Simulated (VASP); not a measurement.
# TaBr4F (P4/mmm) in VASP: single point with PBE

Aim: the single point of TaBr4F with PBE.

All numbers are computed with VASP 6.6.1; they aren't measurements. Logs are shortened: lines on timing, memory, paths and dates and some standing lists are left out, and cuts for length are marked.

### 1 The cell of the first run

The structure is tetragonal, space group P4/mmm (No. 123). Conventional cell: a = 4.338 Å, b = 4.338 Å, c = 7.346 Å, α = 90.00°, β = 90.00°, γ = 90.00°. Within 3.8 Å of Ta (site symmetry 4/mmm) lie 10 Br at 2.90 to 3.16 Å. Within 2.1 Å of Br (site symmetry 4mm) lie 1 Br at 1.54 Å. Within 2.1 Å of Br (site symmetry 4mm) lie 1 Br at 1.54 Å. Within 3.8 Å of F (site symmetry 4/mmm) lie 10 Br at 2.90 to 3.16 Å.

The cell was generated, and may not be a known phase.

### 2 Single point, PBE, collinear spin

Contents of INCAR:

```
SYSTEM = TaBr4F
PREC     = Accurate       ! precision mode
ENCUT    = 700            ! plane-wave cutoff, eV
EDIFF    = 1E-6           ! SCF threshold, eV
ISMEAR   = 0              ! smearing method
SIGMA    = 0.1            ! smearing width, eV
LREAL    = .False.        ! projectors in reciprocal space
LASPH    = .True.         ! aspherical terms in the spheres
NELM     = 200            ! most SCF steps
ALGO     = Normal         ! electronic algorithm
ISIF     = 2              ! what is computed and relaxed
LWAVE    = .False.        ! write WAVECAR
LCHARG   = .True.         ! write CHGCAR
ISPIN    = 2              ! spin polarisation
MAGMOM   = 1 0 0 0 0 0    ! initial moments
LORBIT   = 11             ! projections on sites
LMAXMIX  = 4              ! l up to which the mixer works
GGA      = PE             ! functional
LELF     = .True.         ! ELF
LVHAR    = .True.       
NBANDS   = 37             ! bands
GGA_COMPAT= .False.
```

Contents of KPOINTS:

```
regular mesh
0
Gamma
  4 4 4
  0 0 0
```

Contents of POSCAR:

```
TaBr4F
1.0
    4.3375497700      0.0000000000      0.0000000000
    0.0000000000      4.3375497700      0.0000000000
    0.0000000000      0.0000000000      7.3463546400
Ta Br F
1 4 1
Direct
    0.0000000000      0.0000000000      0.0000000000
    0.0000000000      0.0000000000      0.6049659800
    0.5000000000      0.5000000000      0.1051210000
    0.5000000000      0.5000000000      0.8948790000
    0.0000000000      0.0000000000      0.3950340200
    0.5000000000      0.5000000000      0.5000000000
```

Potentials or basis: VASP PAW PBE potentials, release 64 (Ta_sv_GW, Br, F).

Run with:

```sh
> cat potpaw_PBE.64/Ta_sv_GW/POTCAR potpaw_PBE.64/Br/POTCAR potpaw_PBE.64/F/POTCAR > POTCAR
> mpirun -np 1 vasp_std > vasp.out
```

OUTCAR:

```text
SYSTEM = TaBr4F
   PREC = Accurate
   ENCUT = 700
   EDIFF = 1E-6
   ISMEAR = 0
   LREAL = .False.
   LASPH = .True.
   NELM = 200
   ISIF = 2
   ISPIN = 2
   LORBIT = 11
   GGA = PE

 ion  position               nearest neighbor table
   1  0.000  0.000  0.000-   2 2.90   5 2.90
   2  0.000  0.000  0.605-   5 1.54   1 2.90
   3  0.500  0.500  0.105-   4 1.54
   4  0.500  0.500  0.895-   3 1.54
   5  0.000  0.000  0.395-   2 1.54   1 2.90
   6  0.500  0.500  0.500-

  LATTYP: Found a simple tetragonal cell.
 ALAT       =     4.3375497700
 C/A-ratio  =     1.6936646332

  Lattice vectors:

 A1 = (   4.3375497700,   0.0000000000,   0.0000000000)
 A2 = (   0.0000000000,   4.3375497700,   0.0000000000)
 A3 = (   0.0000000000,   0.0000000000,   7.3463546400)

Analysis of symmetry for initial positions (statically):
=====================================================================
 Subroutine PRICEL returns:
 Original cell was already a primitive cell.

 Routine SETGRP: Setting up the symmetry group for a
 simple tetragonal supercell.

 Subroutine GETGRP returns: Found 16 space group operations
 (whereof 16 operations were pure point group operations)
 out of a pool of 16 trial point group operations.

The static configuration has the point symmetry D_4h.

Analysis of symmetry for dynamics (positions and initial velocities):
=====================================================================
 Subroutine PRICEL returns:
 Original cell was already a primitive cell.

 Routine SETGRP: Setting up the symmetry group for a
 simple tetragonal supercell.

 Subroutine GETGRP returns: Found 16 space group operations
 (whereof 16 operations were pure point group operations)
 out of a pool of 16 trial point group operations.

The dynamic configuration has the point symmetry D_4h.

Analysis of structural, dynamic, and magnetic symmetry:
=====================================================================
 Subroutine PRICEL returns:
 Original cell was already a primitive cell.

 Routine SETGRP: Setting up the symmetry group for a
 simple tetragonal supercell.

[... 134 lines left out ...]
   LEPSILON=     F    determine dielectric tensor
   LRPA    =     F    only Hartree local field effects (RPA)
 spin polarized calculation
 Gauss-broadening in eV      SIGMA  =   0.10
  energy-cutoff  :      700.00
  volume of cell :      138.22
 maximum number of plane-waves:      5843
 NGX is ok and might be reduce to    40
   NGX = 19   NGY = 19   NGZ = 31

 number of electron      48.0000004 magnetization       2.0406822

 Free energy of the ion-electron system (eV)
  ---------------------------------------------------
  ext. energy  EPLUGINS =         0.00000000
  ---------------------------------------------------
  free energy    TOTEN  =        14.55857764 eV

  energy without entropy =       14.56668735  energy(sigma->0) =       14.56263249

 E-fermi :   4.0559     XC(G=0):  -9.3336

 val. band max:        4.0213857596   @ k =   0.5000   0.2500   0.5000
 cond. band min:       4.1870793463   @ k =   0.5000   0.0000   0.2500
 fundamental gap:      0.1656935868
 Fermi energy:         4.0559014247

 spin component 1

 k-point     1 :       0.0000    0.0000    0.0000
  band No.  band energies     occupation
      1     -65.3104      1.00000
      2     -31.9468      1.00000
      3     -31.7362      1.00000
      4     -31.7362      1.00000
      5     -21.5109      1.00000
      6     -20.5641      1.00000
[... 691 lines left out ...]
     35      12.3856      0.00000
     36      12.4100      0.00000
 Fermi energy:         4.0559014247

 spin component 2

 k-point     1 :       0.0000    0.0000    0.0000
  band No.  band energies     occupation
      1     -64.6704      1.00000
      2     -31.0525      1.00000
      3     -30.8370      1.00000
      4     -30.8370      1.00000
      5     -21.4775      1.00000
      6     -20.5462      1.00000
[... 691 lines left out ...]
     35      12.4131      0.00000
     36      12.5504      0.00000
 [bands above 36 left out]

------------------------ aborting loop because EDIFF is reached ----------------------------------------

  FORCE on cell =-STRESS in cart. coord.  units (eV):
  Direction    XX          YY          ZZ          XY          YZ          ZX
  --------------------------------------------------------------------------------------
  -------------------------------------------------------------------------------------
  Total       -1.6912526     -1.6912526    231.0118105      0.0000000      0.0000000     -0.0000000
  in kB      -19.6046108    -19.6046108   2677.8357446      0.0000000      0.0000000     -0.0000000
  external PRESSURE =     879.5421744 kB  Pullay stress =       0.0000000 kB

 VOLUME and BASIS-vectors are now :
 -----------------------------------------------------------------------------
  energy-cutoff  :      700.00
  volume of cell :      138.22
      direct lattice vectors                 reciprocal lattice vectors
     4.337549770  0.000000000  0.000000000     0.230544905  0.000000000  0.000000000
     0.000000000  4.337549770  0.000000000     0.000000000  0.230544905  0.000000000
     0.000000000  0.000000000  7.346354640     0.000000000  0.000000000  0.136121934

 POSITION                                       TOTAL-FORCE (eV/Angst)
 -----------------------------------------------------------------------------------
      0.00000      0.00000      0.00000         0.000000     -0.000000     -0.000000
      0.00000      0.00000      4.44429         0.000000     -0.000000     74.619909
      2.16877      2.16877      0.77226        -0.000000      0.000000     75.959111
      2.16877      2.16877      6.57410         0.000000      0.000000    -75.959111
      0.00000      0.00000      2.90206         0.000000     -0.000000    -74.619909
      2.16877      2.16877      3.67318         0.000000     -0.000000     -0.000000
 -----------------------------------------------------------------------------------
    total drift:                                0.000000      0.000000     -0.000000

  FREE ENERGIE OF THE ION-ELECTRON SYSTEM (eV)
  ---------------------------------------------------
  free  energy   TOTEN  =        14.5585776362 eV

  energy  without entropy=       14.5666873520  energy(sigma->0) =       14.56263249

 total charge

# of ion       s       p       d       f       tot
--------------------------------------------------
    1        3.630   5.959   2.159   0.014  11.762
    2        1.701   3.728   0.442   0.000   5.871
    3        1.720   3.655   0.491   0.000   5.865
    4        1.720   3.655   0.491   0.000   5.865
    5        1.701   3.728   0.442   0.000   5.871
    6        1.728   4.303   0.000   0.000   6.031
--------------------------------------------------
tot         12.199  25.027   4.024   0.014  41.264

 magnetization (x)

# of ion       s       p       d       f       tot
--------------------------------------------------
    1        0.228   0.001   1.324   0.002   1.555
    2        0.013  -0.029   0.019   0.000   0.003
    3        0.003  -0.019   0.019   0.000   0.003
    4        0.003  -0.019   0.019   0.000   0.003
    5        0.013  -0.029   0.019   0.000   0.003
    6       -0.000  -0.014   0.000   0.000  -0.014
--------------------------------------------------
tot          0.261  -0.110   1.400   0.002   1.553
```

It took 8.4 min on 1 thread of AMD EPYC 7R43 (Zen 3), shared host; peak memory 0.47 GiB.

What came out:

```yaml
Free_energy: 14.5586 eV
Pressure: 88.0 GPa
Largest_force: 75.959 eV/Å
Net_moment: 2.04 μB per cell
Site_moments: Ta +1.55; Br +0.00; F -0.01 μB
Valence_electrons_inside_the_program's_atomic_spheres: Ta 11.76; Br 5.87; F 6.03
```

Forces in eV/Å, atoms in the order of the input:
```
Ta    0.000   0.000   0.000
Br    0.000   0.000  74.620
Br    0.000   0.000  75.959
Br    0.000   0.000 -75.959
Br    0.000   0.000 -74.620
F     0.000   0.000   0.000
```

Levels at points of the mesh, in eV from the Fermi level:
Spin up:
```csv
k point,band 21,band 22,band 23,band 24,band 25,band 26,band 27,band 28,band 29,band 30
"(0.00, 0.00, 0.00)",-1.19,-1.19,-1.00,-0.29,-0.29,0.76,1.26,1.26,3.00,5.09
"(0.50, 0.00, 0.00)",-1.44,-1.20,-0.13,0.66,0.70,0.82,0.83,0.99,1.28,3.39
"(0.50, 0.50, 0.00)",-1.17,-0.60,-0.44,-0.44,0.61,0.88,1.51,1.51,3.39,3.88
"(0.00, 0.00, 0.50)",-1.17,-1.16,-1.00,-0.80,-0.80,-0.73,1.02,1.02,4.19,4.93
"(0.50, 0.00, 0.50)",-0.93,-0.84,-0.82,-0.39,-0.24,-0.13,0.83,0.94,1.48,3.93
"(0.50, 0.50, 0.50)",-1.28,-1.17,-1.17,-0.60,-0.53,0.61,1.44,1.44,4.94,4.94
```
Spin down:
```
           k point  band 20  band 21  band 22  band 23  band 24  band 25  band 26  band 27
(0.00, 0.00, 0.00)    -1.20    -1.20    -1.04    -0.31    -0.31     0.29     2.05     2.05
(0.50, 0.00, 0.00)    -1.46    -1.17    -1.02     0.85     1.35     1.42     1.50     2.12
(0.50, 0.50, 0.00)    -1.18    -0.46    -0.46    -0.14     0.70     1.73     2.28     2.28
(0.00, 0.00, 0.50)    -1.17    -1.05    -1.03    -0.82    -0.82     0.29     0.67     1.78
(0.50, 0.00, 0.50)    -1.19    -0.82    -0.81     0.30     0.50     0.71     0.88     1.87
(0.50, 0.50, 0.50)    -1.27    -1.17    -1.17    -0.65     0.73     0.91     1.73     2.16
```

Caveat: the k points lie up to 0.36 Å⁻¹ apart; atoms lie so close that the PAW spheres overlap strongly, which falsifies energies and pressures; spin-orbit coupling is left out, which moves the levels of the heavy elements; forces of over 1 eV/Å act on the atoms, so gaps and moduli don't describe the material at rest.
